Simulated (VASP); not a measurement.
A run of VASP 6.6.1 is set up as follows.

File POSCAR:

```
Be
1.0
    3.3300841400      1.9277543900     -0.0033583200
   -1.1119160100      1.9310235800      0.0249333500
    1.0869172900      1.9617079600      3.5301808300
Be
4
Direct
    0.0708670000      0.3759100000      0.2422580000
    0.5362030000      0.9257420000      0.2389380000
    0.4774440000      0.0945120000      0.7230040000
    0.9670860000      0.6227270000      0.7139930000
```

File INCAR.step1:

```
SYSTEM = Be
PREC     = Accurate       ! precision mode
ENCUT    = 520            ! plane-wave cutoff, eV
ISMEAR   = -1             ! smearing method
SIGMA    = 0.1475         ! smearing width, eV
LREAL    = .FALSE.        ! projectors in reciprocal space
LASPH    = .TRUE.         ! aspherical terms in the spheres
NELM     = 150            ! most SCF steps
MAGMOM   = 0 0 0 0 0 0 0 0 0 0 0 0 ! initial moments
LSORBIT  = .TRUE.         ! spin-orbit coupling
GGA_COMPAT= .FALSE.      
NBANDS   = 22             ! bands
GGA      = PE             ! functional
ALGO     = Normal         ! electronic algorithm
EDIFF    = 1E-4           ! SCF threshold, eV
LWAVE    = .TRUE.         ! write WAVECAR
LCHARG   = .FALSE.        ! write CHGCAR
```

The input INCAR.step2:

```
SYSTEM = Be
PREC     = Accurate       ! precision mode
ENCUT    = 520            ! plane-wave cutoff, eV
EDIFF    = 1E-6           ! SCF threshold, eV
ISMEAR   = -1             ! smearing method
SIGMA    = 0.1475         ! smearing width, eV
LREAL    = .FALSE.        ! projectors in reciprocal space
LASPH    = .TRUE.         ! aspherical terms in the spheres
NELM     = 150            ! most SCF steps
ALGO     = Normal         ! electronic algorithm
ISIF     = 2              ! what is computed and relaxed
LWAVE    = .FALSE.        ! write WAVECAR
LCHARG   = .TRUE.         ! write CHGCAR
MAGMOM   = 0 0 0 0 0 0 0 0 0 0 0 0 ! initial moments
LORBIT   = 11             ! projections on sites
LSORBIT  = .TRUE.         ! spin-orbit coupling
GGA_COMPAT= .FALSE.      
LORBMOM  = .TRUE.       
METAGGA  = R2SCAN         ! meta-GGA
LMIXTAU  = .TRUE.       
IVDW     = 12             ! dispersion correction
VDW_S6   = 1.0          
VDW_S8   = 0.78981345   
VDW_A1   = 0.49484001   
VDW_A2   = 5.73083694   
LVHAR    = .TRUE.       
NBANDS   = 22             ! bands
ISTART   = 1
```

KPOINTS

```
Automatic mesh
0
Gamma
  5 8 5
  0 0 0.5
```

Potentials or basis: VASP PAW PBE potentials, release 64 (Be).

Run with:

```sh
$ cat potpaw_PBE.64/Be/POTCAR > POTCAR
$ cp INCAR.step1 INCAR
$ mpirun -np 1 vasp_ncl > vasp.out
$ cp INCAR.step2 INCAR
$ mpirun -np 1 vasp_ncl > vasp.out
```

Q: What does it give for the net moment?

A: 0.00 μB per cell.

Q: What does it give for the largest force?

A: 1.574 eV/Å.

Stress tensor (GPa, compression positive):
```
 4.62  2.15  1.35
 2.15  4.00 -2.16
 1.35 -2.16  6.00
```

Caveat: the k points lie up to 0.37 Å⁻¹ apart; the PAW data sets were made with another functional, which shifts forces and pressure a little.
